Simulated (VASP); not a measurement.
Input of a VASP 6.6.1 run:

INCAR

```
  ALGO = Normal
  EDIFF = 1E-8
  ENCUT = 600
  IBRION = 6
  ISIF = 3
  ISMEAR = 0
  LASPH = T
  LCHARG = F
  LMIXTAU = T
  LREAL = F
  LWAVE = F
  METAGGA = R2SCAN
  NELM = 80
  NFREE = 2
  NSW = 1
  POTIM = 0.015
  PREC = Accurate
  SIGMA = 0.01
```

KPOINTS

```
k-points
0
Gamma
  8 8 8
```

File POSCAR:

```
BeS
1.0
    0.0000000000      2.4342241204      2.4342241204
    2.4342241204      0.0000000000      2.4342241204
    2.4342241204      2.4342241204      0.0000000000
Be S
1 1
Direct
    0.0000000000      0.0000000000      0.0000000000
    0.7500000000      0.7500000000      0.7500000000
```

Potentials or basis: VASP PAW PBE potentials, release 64 (Be, S).

Launch:

```console
$ cat potpaw_PBE.64/Be/POTCAR potpaw_PBE.64/S/POTCAR > POTCAR
$ mpirun -np 1 vasp_std > vasp.out
```

Q: Predict the elastic constants C11, C12, C44.

A: 164, 65, 87 GPa.

Q: Predict the Voigt bulk modulus.

A: 98 GPa.

Q: Predict the highest phonon frequency at Γ, LO-TO splitting left out.

A: 558 cm⁻¹.

Elastic tensor in Voigt notation (GPa, in the Cartesian axes of the cell as first typed):
```
164  65  65   0   0   0
 65 164  65   0   0   0
 65  65 164   0   0   0
  0   0   0  87   0   0
  0   0   0   0  87   0
  0   0   0   0   0  87
```

Caveat: the PAW data sets were made with another functional, which shifts forces and pressure a little.
